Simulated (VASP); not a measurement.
A run of VASP 6.6.1 is set up as follows.

File INCAR:

```
SYSTEM = Fe3RhN
  PREC = Accurate
  ENCUT = 520
  EDIFF = 1E-7
  ISMEAR = -1
  SIGMA = 0.1
  LREAL = .FALSE.
  LASPH = .TRUE.
  NELM = 150
  ALGO = Normal
  ISIF = 2
  LWAVE = .FALSE.
  LCHARG = .FALSE.
  ISPIN = 2
  MAGMOM = 3.5 3.5 3.5 0 0
  LORBIT = 11
  LMAXMIX = 4
  GGA = PS
  NBANDS = 34
```

File KPOINTS:

```
regular mesh
0
G
  6 6 6
  0 0 0
```

The input POSCAR:

```
Fe3RhN
1.0
    3.7707405826      0.0000000000      0.0000000000
    0.0000000000      3.7707405826      0.0000000000
    0.0000000000      0.0000000000      3.7707405826
Fe Rh N
3 1 1
Direct
    0.0000000000      0.5000000000      0.5000000000
    0.5000000000      0.5000000000      0.0000000000
    0.5000000000      0.0000000000      0.5000000000
    0.0000000000      0.0000000000      0.0000000000
    0.5000000000      0.5000000000      0.5000000000
```

Potentials or basis: VASP PAW PBE potentials, release 64 (Fe, Rh_pv, N).

The run is started by

```bash
$ cat potpaw_PBE.64/Fe/POTCAR potpaw_PBE.64/Rh_pv/POTCAR potpaw_PBE.64/N/POTCAR > POTCAR
$ mpirun -np 1 vasp_std > vasp.out
```

Problem. Predict the net moment.

Solution. 7.92 μB per cell.

Problem. Estimate the site moments.

Solution. Fe +2.36; Rh +0.80; N +0.01 μB.
